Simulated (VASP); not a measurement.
# Si (Fd-3m) in VASP: single point with PBE

Aim: the single point of Si with PBE.

Program: VASP 6.6.1. These are calculated values, not measurements. Logs are shortened: lines on timing, memory, paths and dates and some standing lists are left out, and cuts for length are marked.

### Step 1. The cell of the first run

The structure is cubic, space group Fd-3m (No. 227). Conventional cell: a = 5.444 Å, b = 5.444 Å, c = 5.444 Å, α = 90.00°, β = 90.00°, γ = 90.00°. Within 3.1 Å of Si (site symmetry -43m) lie 4 Si at 2.36 Å.

### Step 2. Single point, PBE, non-collinear spin, zero start, spin-orbit coupling

Input file INCAR:

```
SYSTEM = Si
PREC = Accurate ; ENCUT = 500
EDIFF = 1E-6 ; ISMEAR = 0
SIGMA = 0.01 ; LREAL = .False.
LASPH = .True. ; NELM = 200
ALGO = Normal ; ISIF = 2
LWAVE = .False. ; LCHARG = .False.
LNONCOLLINEAR = .True. ; MAGMOM = 0 0 0 0 0 0
LORBIT = 11 ; LSORBIT = .True.
GGA_COMPAT = .False. ; LORBMOM = .True.
GGA = PE ; NBANDS = 20
```

Input file KPOINTS:

```
Automatic mesh
0
Gamma
  7 7 7
  0 0 0
```

Input file POSCAR:

```
Si
1.0
    0.0000000000      2.7218510000      2.7218510000
    2.7218510000      0.0000000000      2.7218510000
    2.7218510000      2.7218510000      0.0000000000
Si
2
Direct
    0.2500000000      0.2500000000      0.2500000000
    0.0000000000      0.0000000000      0.0000000000
```

Potentials or basis: VASP PAW PBE potentials, release 64 (Si).

Started as:

```
$ cat potpaw_PBE.64/Si/POTCAR > POTCAR
$ mpirun -np 1 vasp_ncl > vasp.out
```

OUTCAR:

```text
SYSTEM = Si
   PREC = Accurate
   ENCUT = 500
   EDIFF = 1E-6
   ISMEAR = 0
   LREAL = .False.
   LASPH = .True.
   NELM = 200
   ISIF = 2
   LNONCOLLINEAR = .True.
   LORBIT = 11
   LSORBIT = .True.
   GGA = PE

 ion  position               nearest neighbor table
   1  0.250  0.250  0.250-   2 2.36   2 2.36   2 2.36   2 2.36
   2  0.000  0.000  0.000-   1 2.36   1 2.36   1 2.36   1 2.36

  LATTYP: Found a face centered cubic cell.
 ALAT       =     5.4437020000

  Lattice vectors:

 A1 = (   0.0000000000,   2.7218510000,   2.7218510000)
 A2 = (   2.7218510000,   0.0000000000,   2.7218510000)
 A3 = (   2.7218510000,   2.7218510000,   0.0000000000)

Analysis of symmetry for initial positions (statically):
=====================================================================
 Subroutine PRICEL returns:
 Original cell was already a primitive cell.

 Routine SETGRP: Setting up the symmetry group for a
 face centered cubic supercell.

 Subroutine GETGRP returns: Found 48 space group operations
 (whereof 24 operations were pure point group operations)
 out of a pool of 48 trial point group operations.

The static configuration has the point symmetry T_d .
 The point group associated with its full space group is O_h .

Analysis of symmetry for dynamics (positions and initial velocities):
=====================================================================
 Subroutine PRICEL returns:
 Original cell was already a primitive cell.

 Routine SETGRP: Setting up the symmetry group for a
 face centered cubic supercell.

 Subroutine GETGRP returns: Found 48 space group operations
 (whereof 24 operations were pure point group operations)
 out of a pool of 48 trial point group operations.

The dynamic configuration has the point symmetry T_d .
 The point group associated with its full space group is O_h .

Analysis of structural, dynamic, and magnetic symmetry:
=====================================================================
 Subroutine PRICEL returns:
 Original cell was already a primitive cell.

 Routine SETGRP: Setting up the symmetry group for a
 face centered cubic supercell.

 Subroutine GETGRP returns: Found 48 space group operations
 (whereof 24 operations were pure point group operations)
 out of a pool of 48 trial point group operations.

The overall configuration has the point symmetry T_d .
 The point group associated with its full space group is O_h .

 Subroutine INISYM returns: Found 48 space group operations
 (whereof 24 operations are pure point group operations),
 and found     1 'primitive' translations

----------------------------------------------------------------------------------------

                                     Primitive cell

  volume of cell :      40.3295

  direct lattice vectors                    reciprocal lattice vectors
     0.000000000  2.721851000  2.721851000    -0.183698520  0.183698520  0.183698520
     2.721851000  0.000000000  2.721851000     0.183698520 -0.183698520  0.183698520
     2.721851000  2.721851000  0.000000000     0.183698520  0.183698520 -0.183698520

  length of vectors
     3.849278599  3.849278599  3.849278599     0.318175170  0.318175170  0.318175170

  position of ions in fractional coordinates (direct lattice)
     0.250000000  0.250000000  0.250000000
     0.000000000  0.000000000  0.000000000

  ion indices of the primitive-cell ions
   primitive index   ion index
                 1           1
                 2           2

----------------------------------------------------------------------------------------

 KPOINTS: Automatic mesh

Automatic generation of k-mesh.
 Grid dimensions read from file:
 generate k-points for:    7    7    7

 Generating k-lattice:

  Cartesian coordinates                     Fractional coordinates (reciprocal lattice)
    -0.026242646  0.026242646  0.026242646     0.142857143  0.000000000  0.000000000
     0.026242646 -0.026242646  0.026242646     0.000000000  0.142857143  0.000000000
[... 91 lines left out ...]

 number of electron       8.0000001 magnetization      -0.0000000      0.0000000      0.0000000

 number of electron       8.0000001 magnetization       0.0000000     -0.0000000     -0.0000000

 Free energy of the ion-electron system (eV)
  ---------------------------------------------------
  ext. energy  EPLUGINS =         0.00000000
  ---------------------------------------------------
  free energy    TOTEN  =       -10.83866621 eV

  energy without entropy =      -10.83866621  energy(sigma->0) =      -10.83866621

 E-fermi :   5.8705     XC(G=0):  -9.3790

 val. band max:        5.7727744545   @ k =   0.0000   0.0000   0.0000
 cond. band min:       6.3425153800   @ k =   0.4286   0.4286   0.0000
 fundamental gap:      0.5697409255
 Fermi energy:         5.8705336911

 k-point     1 :       0.0000    0.0000    0.0000
  band No.  band energies     occupation
      1      -6.1519      1.00000
      2      -6.1519      1.00000
      3       5.7252      1.00000
      4       5.7252      1.00000
      5       5.7728      1.00000
      6       5.7728      1.00000
[... 449 lines left out ...]
     19      15.9675      0.00000
     20      15.9675      0.00000

------------------------ aborting loop because EDIFF is reached ----------------------------------------

  FORCE on cell =-STRESS in cart. coord.  units (eV):
  Direction    XX          YY          ZZ          XY          YZ          ZX
  --------------------------------------------------------------------------------------
  -------------------------------------------------------------------------------------
  Total        0.3216548      0.3216548      0.3216548     -0.0000000     -0.0000000      0.0000000
  in kB       12.7784331     12.7784331     12.7784331     -0.0000000     -0.0000000      0.0000000
  external PRESSURE =      12.7784331 kB  Pullay stress =       0.0000000 kB

 VOLUME and BASIS-vectors are now :
 -----------------------------------------------------------------------------
  energy-cutoff  :      500.00
  volume of cell :       40.33
      direct lattice vectors                 reciprocal lattice vectors
     0.000000000  2.721851000  2.721851000    -0.183698520  0.183698520  0.183698520
     2.721851000  0.000000000  2.721851000     0.183698520 -0.183698520  0.183698520
     2.721851000  2.721851000  0.000000000     0.183698520  0.183698520 -0.183698520

 POSITION                                       TOTAL-FORCE (eV/Angst)
 -----------------------------------------------------------------------------------
      1.36093      1.36093      1.36093         0.000000      0.000000      0.000000
      0.00000      0.00000      0.00000        -0.000000     -0.000000     -0.000000
 -----------------------------------------------------------------------------------
    total drift:                                0.000000     -0.000000     -0.000000

  FREE ENERGIE OF THE ION-ELECTRON SYSTEM (eV)
  ---------------------------------------------------
  free  energy   TOTEN  =       -10.8386662100 eV

  energy  without entropy=      -10.8386662100  energy(sigma->0) =      -10.83866621

 orbital moment (x)

 # of ion     p       tot
 --------------------------------
  1         0.000   0.000
  2         0.000   0.000
 --------------------------------
            0.000   0.000

 orbital moment (y)

 # of ion     p       tot
 --------------------------------
  1        -0.000  -0.000
  2         0.000   0.000
 --------------------------------
            0.000   0.000

 orbital moment (z)

 # of ion     p       tot
 --------------------------------
  1         0.000   0.000
  2         0.000   0.000
 --------------------------------
            0.000   0.000

 Spin-Orbit-Coupling matrix elements

 Ion:    1  E_soc:     -0.0003242
 l=   1
     0.0000000    -0.0000540    -0.0000540
    -0.0000540     0.0000000    -0.0000540
    -0.0000540    -0.0000540     0.0000000
 l=   2
     0.0000000     0.0000000     0.0000000     0.0000000     0.0000000
     0.0000000     0.0000000     0.0000000     0.0000000     0.0000000
     0.0000000     0.0000000     0.0000000     0.0000000     0.0000000
     0.0000000     0.0000000     0.0000000     0.0000000     0.0000000
     0.0000000     0.0000000     0.0000000     0.0000000     0.0000000
 l=   3
     0.0000000     0.0000000     0.0000000     0.0000000     0.0000000     0.0000000     0.0000000
     0.0000000     0.0000000     0.0000000     0.0000000     0.0000000     0.0000000     0.0000000
     0.0000000     0.0000000     0.0000000     0.0000000     0.0000000     0.0000000     0.0000000
     0.0000000     0.0000000     0.0000000     0.0000000     0.0000000     0.0000000     0.0000000
     0.0000000     0.0000000     0.0000000     0.0000000     0.0000000     0.0000000     0.0000000
     0.0000000     0.0000000     0.0000000     0.0000000     0.0000000     0.0000000     0.0000000
     0.0000000     0.0000000     0.0000000     0.0000000     0.0000000     0.0000000     0.0000000

 Ion:    2  E_soc:     -0.0003242
 l=   1
     0.0000000    -0.0000540    -0.0000540
    -0.0000540     0.0000000    -0.0000540
    -0.0000540    -0.0000540     0.0000000
 l=   2
     0.0000000     0.0000000     0.0000000     0.0000000     0.0000000
     0.0000000     0.0000000     0.0000000     0.0000000     0.0000000
     0.0000000     0.0000000     0.0000000     0.0000000     0.0000000
     0.0000000     0.0000000     0.0000000     0.0000000     0.0000000
     0.0000000     0.0000000     0.0000000     0.0000000     0.0000000
 l=   3
     0.0000000     0.0000000     0.0000000     0.0000000     0.0000000     0.0000000     0.0000000
     0.0000000     0.0000000     0.0000000     0.0000000     0.0000000     0.0000000     0.0000000
     0.0000000     0.0000000     0.0000000     0.0000000     0.0000000     0.0000000     0.0000000
     0.0000000     0.0000000     0.0000000     0.0000000     0.0000000     0.0000000     0.0000000
     0.0000000     0.0000000     0.0000000     0.0000000     0.0000000     0.0000000     0.0000000
     0.0000000     0.0000000     0.0000000     0.0000000     0.0000000     0.0000000     0.0000000
     0.0000000     0.0000000     0.0000000     0.0000000     0.0000000     0.0000000     0.0000000

 total charge

# of ion       s       p       d       tot
------------------------------------------
    1        0.750   0.939   0.000   1.689
    2        0.750   0.939   0.000   1.689
--------------------------------------------------
tot          1.499   1.878   0.000   3.377

 magnetization (x)

# of ion       s       p       d       tot
------------------------------------------
    1       -0.000  -0.000   0.000  -0.000
    2        0.000  -0.000   0.000   0.000
--------------------------------------------------
tot         -0.000  -0.000   0.000  -0.000

 magnetization (y)

# of ion       s       p       d       tot
------------------------------------------
    1        0.000  -0.000   0.000  -0.000
    2        0.000  -0.000   0.000  -0.000
--------------------------------------------------
tot          0.000  -0.000   0.000  -0.000

 magnetization (z)

# of ion       s       p       d       tot
------------------------------------------
    1        0.000  -0.000   0.000  -0.000
    2       -0.000  -0.000   0.000  -0.000
--------------------------------------------------
tot         -0.000  -0.000   0.000  -0.000
```

Run time: 18 s. Hardware: 1 thread of AMD EPYC 9R45 (Zen 5), shared host; peak memory 0.2 GiB.

Results:

```yaml
Free_energy: -10.8387 eV
Pressure: 1.3 GPa
Net_moment: 0.00 μB per cell
Valence_electrons_inside_the_program's_atomic_spheres: Si 1.69
```

Moments on the atoms (μB; x, y, z):
```
Si  0.00 0.00 0.00
Si  0.00 0.00 0.00
```
